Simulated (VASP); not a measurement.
# Al2GaAs3 in VASP: further runs

Al2GaAs3 is run at these levels: PBE; tasks: single point, relaxation of cell and atoms.

Everything below comes from runs of VASP 6.6.1. Logs are shortened: lines on timing, memory, paths and dates and some standing lists are left out, and cuts for length are marked.

**1. The cell of the first run**

It takes space group P3m1 (No. 156, trigonal). The conventional cell has a = 3.854 Å, b = 3.854 Å, c = 9.439 Å, α = 90.00°, β = 90.00°, γ = 120.00°. Within 3.1 Å of Al (site symmetry 3m) lie 4 As at 2.36 Å. Al (site symmetry 3m) has 4 As at 2.36 Å within 3.1 Å. Within 3.1 Å of Ga (site symmetry 3m) lie 4 As at 2.36 Å. Within 3.1 Å of As (site symmetry 3m) lie 3 Al at 2.36 Å and 1 Ga at 2.36 Å. Within 3.1 Å of As (site symmetry 3m) lie 4 Al at 2.36 Å. Within 3.1 Å of As (site symmetry 3m) lie 3 Ga at 2.36 Å and 1 Al at 2.36 Å.

**2. Single point, PBE**

File INCAR:

```
SYSTEM = Al2GaAs3
PREC = Accurate ; ENCUT = 520
EDIFF = 1E-6 ; ISMEAR = 0
SIGMA = 0.1 ; LREAL = .FALSE.
LASPH = .TRUE. ; NELM = 80
ALGO = Normal ; ISIF = 2
LWAVE = .FALSE. ; LCHARG = .FALSE.
GGA = PE ; NBANDS = 26
```

File KPOINTS:

```
regular mesh
0
G
  6 6 2
  0 0 0
```

File POSCAR:

```
Al2GaAs3
1.0
    3.8536268600      0.0000000000      0.0000000000
   -1.9268134300      3.3373387600      0.0000000000
    0.0000000000      0.0000000000      9.4394194800
Al Ga As
2 1 3
Direct
    0.3333333300      0.6666666700      0.6666666700
    0.6666666700      0.3333333300      0.3333333300
    0.0000000000      0.0000000000      0.0000000000
    0.0000000000      0.0000000000      0.7500000000
    0.3333333300      0.6666666700      0.4166666700
    0.6666666700      0.3333333300      0.0833333300
```

Potentials or basis: VASP PAW PBE potentials, release 64 (Al, Ga_d, As).

Started as:

```console
$ cat potpaw_PBE.64/Al/POTCAR potpaw_PBE.64/Ga_d/POTCAR potpaw_PBE.64/As/POTCAR > POTCAR
$ mpirun -np 1 vasp_std > vasp.out
```

OUTCAR:

```text
SYSTEM = Al2GaAs3
   PREC = Accurate
   ENCUT = 520
   EDIFF = 1E-6
   ISMEAR = 0
   LREAL = .FALSE.
   LASPH = .TRUE.
   NELM = 80
   ISIF = 2
   GGA = PE

 ion  position               nearest neighbor table
   1  0.333  0.667  0.667-   4 2.36   4 2.36   4 2.36   5 2.36
   2  0.667  0.333  0.333-   5 2.36   5 2.36   6 2.36   5 2.36
   3  0.000  0.000  0.000-   6 2.36   6 2.36   6 2.36   4 2.36
   4  0.000  0.000  0.750-   1 2.36   1 2.36   1 2.36   3 2.36
   5  0.333  0.667  0.417-   2 2.36   2 2.36   1 2.36   2 2.36
   6  0.667  0.333  0.083-   3 2.36   3 2.36   3 2.36   2 2.36

  LATTYP: Found a hexagonal cell.
 ALAT       =     3.8536268600
 C/A-ratio  =     2.4494897464

  Lattice vectors:

 A1 = (   3.8536268600,   0.0000000000,   0.0000000000)
 A2 = (  -1.9268134300,   3.3373387600,   0.0000000000)
 A3 = (   0.0000000000,   0.0000000000,   9.4394194800)

Analysis of symmetry for initial positions (statically):
=====================================================================
 Subroutine PRICEL returns:
 Original cell was already a primitive cell.

 Routine SETGRP: Setting up the symmetry group for a
 hexagonal supercell.

 Subroutine GETGRP returns: Found  6 space group operations
 (whereof  6 operations were pure point group operations)
 out of a pool of 24 trial point group operations.

The static configuration has the point symmetry C_3v.

Analysis of symmetry for dynamics (positions and initial velocities):
=====================================================================
 Subroutine PRICEL returns:
 Original cell was already a primitive cell.

 Routine SETGRP: Setting up the symmetry group for a
 hexagonal supercell.

 Subroutine GETGRP returns: Found  6 space group operations
 (whereof  6 operations were pure point group operations)
 out of a pool of 24 trial point group operations.

The dynamic configuration has the point symmetry C_3v.

 Subroutine INISYM returns: Found  6 space group operations
 (whereof  6 operations are pure point group operations),
 and found     1 'primitive' translations

----------------------------------------------------------------------------------------

                                     Primitive cell

  volume of cell :     121.3990

  direct lattice vectors                    reciprocal lattice vectors
     3.853626860  0.000000000  0.000000000     0.259495804  0.149819972  0.000000000
[... 86 lines left out ...]
   NSW    =      0    number of steps for IOM
   IBRION =     -1    ionic relax: 0-MD 1-quasi-New 2-CG
   NFREE  =      0    steps in history (QN), initial steepest desc. (CG)
   ISIF   =      2    stress and relaxation
   ISYM   =      2    0-nonsym 1-usesym 2-fastsym
   POTIM  = 0.5000    time-step for ionic-motion
   TEBEG  =    0.0;   TEEND  =   0.0 temperature during run
   PSTRESS=    0.0 pullay stress
   NELECT =      34.0000    total number of electrons
   NUPDOWN=      -1.0000    fix difference up-down
   EMIN   =  10.00;   EMAX   =-10.00  energy-range for DOS
   EFERMI =   0.00;   METHOD = LEGACY
   ISMEAR =     0;   SIGMA  =   0.10  broadening in eV -4-tet -1-fermi 0-gaus
   EFERMI_NEDOS =   21; number of points for ismear=-14 and -15
   IALGO  =     38    algorithm
   IMIX   =      4    mixing-type and parameters
     AMIX     =   0.40;   BMIX     =  1.00
     AMIX_MAG =   1.60;   BMIX_MAG =  1.00
  volume/ion in A,a.u.               =      20.23       136.54
  Fermi-wavevector in a.u.,A,eV,Ry     =   1.071098  2.024083 15.609310  1.147252
  Thomas-Fermi vector in A             =   2.206829
   LORBIT       =      0    0 simple, 1 ext, 2 COOP (PROOUT), +10 PAW based schemes
   GGA     = PE    functional components
   LHFCALC =     F    Hartree Fock is set to
   AEXX    =    0.0000 exact exchange contribution
   IVDW    =     0    specifies the selected vdW correction
   LEPSILON=     F    determine dielectric tensor
   LRPA    =     F    only Hartree local field effects (RPA)
 non-spin polarized calculation
 Gauss-broadening in eV      SIGMA  =   0.10
  energy-cutoff  :      520.00
  volume of cell :      121.40
 maximum number of plane-waves:      3339
 NGX is ok and might be reduce to    30
   NGX = 15   NGY = 15   NGZ = 35

 number of electron      34.0000005 magnetization

 Free energy of the ion-electron system (eV)
  ---------------------------------------------------
  ext. energy  EPLUGINS =         0.00000000
  ---------------------------------------------------
  free energy    TOTEN  =       -26.23225884 eV

  energy without entropy =      -26.23225884  energy(sigma->0) =      -26.23225884

 E-fermi :   5.4150     XC(G=0):  -9.6921

 val. band max:        4.9869767777   @ k =   0.0000   0.0000   0.0000
 cond. band min:       6.1521185092   @ k =   0.5000  -0.0000   0.0000
 fundamental gap:      1.1651417315
 Fermi energy:         5.4150048451

 k-point     1 :       0.0000    0.0000    0.0000
  band No.  band energies     occupation
      1      -9.8208      2.00000
      2      -9.7393      2.00000
      3      -9.7393      2.00000
      4      -9.6472      2.00000
      5      -9.6472      2.00000
      6      -7.9689      2.00000
[... 395 lines left out ...]
     25      11.9775      0.00000
     26      12.2892      0.00000

------------------------ aborting loop because EDIFF is reached ----------------------------------------

  FORCE on cell =-STRESS in cart. coord.  units (eV):
  Direction    XX          YY          ZZ          XY          YZ          ZX
  --------------------------------------------------------------------------------------
  -------------------------------------------------------------------------------------
  Total       10.8065474     10.8065474     10.6669258     -0.0000000      0.0000000      0.0000000
  in kB      142.6206155    142.6206157    140.7779440     -0.0000000      0.0000000      0.0000000
  external PRESSURE =     142.0063917 kB  Pullay stress =       0.0000000 kB

 VOLUME and BASIS-vectors are now :
 -----------------------------------------------------------------------------
  energy-cutoff  :      520.00
  volume of cell :      121.40
      direct lattice vectors                 reciprocal lattice vectors
     3.853626860  0.000000000  0.000000000     0.259495804  0.149819972  0.000000000
    -1.926813430  3.337338760  0.000000000     0.000000000  0.299639944  0.000000000
     0.000000000  0.000000000  9.439419480     0.000000000  0.000000000  0.105938718

 POSITION                                       TOTAL-FORCE (eV/Angst)
 -----------------------------------------------------------------------------------
     -0.00000      2.22489      6.29295        -0.000000     -0.000000      0.054996
      1.92681      1.11245      3.14647        -0.000000     -0.000000     -0.002304
      0.00000      0.00000      0.00000        -0.000000     -0.000000     -0.017380
      0.00000      0.00000      7.07956        -0.000000     -0.000000     -0.084360
     -0.00000      2.22489      3.93309         0.000000     -0.000000     -0.035242
      1.92681      1.11245      0.78662        -0.000000      0.000000      0.084291
 -----------------------------------------------------------------------------------
    total drift:                                0.000001     -0.000000      0.000046

  FREE ENERGIE OF THE ION-ELECTRON SYSTEM (eV)
  ---------------------------------------------------
  free  energy   TOTEN  =       -26.2322588373 eV

  energy  without entropy=      -26.2322588373  energy(sigma->0) =      -26.23225884
```

stdout:

```text
POSCAR found type information on POSCAR AlGaAs
 POSCAR found :  3 types and       6 ions
 scaLAPACK will be used
 LDA part: xc-table for (Slater+PW92), standard interpolation
 POSCAR, INCAR and KPOINTS ok, starting setup
 FFT: planning ... GRIDC
 FFT: planning ... GRID_SOFT
 FFT: planning ... GRID
 WAVECAR not read
 entering main loop
```

Wall time 53 s (1 thread of Intel Xeon Platinum 8375C at 2.90GHz (Ice Lake), shared host); peak memory 0.25 GiB.

Results:

| Item | Value |
| --- | --- |
| Free energy | -26.2323 eV |
| Pressure | 14.2 GPa |
| Largest force | 0.084 eV/Å |
| Band gap on the k mesh | 1.17 eV (least direct gap 1.81 eV) |

Forces on the atoms (eV/Å):
```
Al   0.000  0.000  0.055
Al   0.000  0.000 -0.002
Ga   0.000  0.000 -0.017
As   0.000  0.000 -0.084
As   0.000  0.000 -0.035
As   0.000  0.000  0.084
```

Stress tensor (GPa, compression positive):
```
14.26  0.00  0.00
 0.00 14.26  0.00
 0.00  0.00 14.08
```

Caveat: the cell stands under pressure. A k mesh can miss the band edges.

**3. Single point, PBE**

This run uses another cell than the first one, of 23.53 Å³/atom.

File INCAR:

```
SYSTEM = Al2GaAs3
  PREC = Accurate
  ENCUT = 520
  EDIFF = 1E-6
  ISMEAR = 0
  SIGMA = 0.1
  LREAL = .FALSE.
  LASPH = .TRUE.
  NELM = 80
  ALGO = Normal
  ISIF = 2
  LWAVE = .FALSE.
  LCHARG = .TRUE.
  GGA = PE
  LELF = .TRUE.
  LVHAR = .TRUE.
  NBANDS = 26
```

File KPOINTS:

```
Automatic mesh
0
G
  6 6 2
  0 0 0
```

File POSCAR:

```
Al2GaAs3
1.0
    4.0553465492      0.0000000000      0.0000000000
   -2.0276732746      3.5120331328      0.0000000000
    0.0000000000      0.0000000000      9.9119846177
Al Ga As
2 1 3
Direct
    0.3333333333      0.6666666667      0.6668882613
    0.6666666667      0.3333333333      0.3338778378
    0.0000000000      0.0000000000     -0.0002489221
    0.0000000000      0.0000000000      0.7489547056
    0.3333333333      0.6666666667      0.4164988689
    0.6666666667      0.3333333333      0.0840292484
```

Potentials or basis: VASP PAW PBE potentials, release 64 (Al, Ga_d, As).

Started as:

```console
$ cat potpaw_PBE.64/Al/POTCAR potpaw_PBE.64/Ga_d/POTCAR potpaw_PBE.64/As/POTCAR > POTCAR
$ mpirun -np 1 vasp_std > vasp.out
```

Run time: 78 s. Hardware: 1 thread of Intel Xeon Platinum 8375C at 2.90GHz (Ice Lake), shared host; peak memory 0.26 GiB.

The run converged. Its results:

- Free energy: -27.0170 eV
- Pressure: 0.3 GPa
- Largest force: 0.007 eV/Å
- Band gap on the k mesh: 0.96 eV

Forces in eV/Å, atoms in the order of the input:
```
Al   0.000  0.000 -0.003
Al   0.000  0.000 -0.005
Ga   0.000  0.000 -0.001
As   0.000  0.000 -0.002
As   0.000  0.000  0.003
As   0.000  0.000  0.007
```

Levels at points of the mesh, in eV from the valence-band top:
| k point | band 14 | band 15 | band 16 | band 17 | band 18 | band 19 | band 20 | band 21 |
| --- | --- | --- | --- | --- | --- | --- | --- | --- |
| (0.00, 0.00, 0.00) | -0.71 | -0.02 | 0.00 | 0.00 | 0.96 | 1.89 | 2.03 | 4.02 |
| (0.50, 0.00, 0.00) | -2.25 | -2.14 | -1.40 | -1.31 | 1.47 | 1.98 | 2.63 | 2.77 |
| (0.00, 0.00, 0.50) | -0.44 | -0.44 | -0.18 | -0.18 | 1.38 | 2.17 | 2.45 | 4.43 |
| (0.50, 0.00, 0.50) | -2.03 | -1.99 | -0.91 | -0.91 | 1.53 | 1.94 | 2.14 | 3.54 |

A k mesh can miss the band edges.

(Continued in part 2 of 2.)
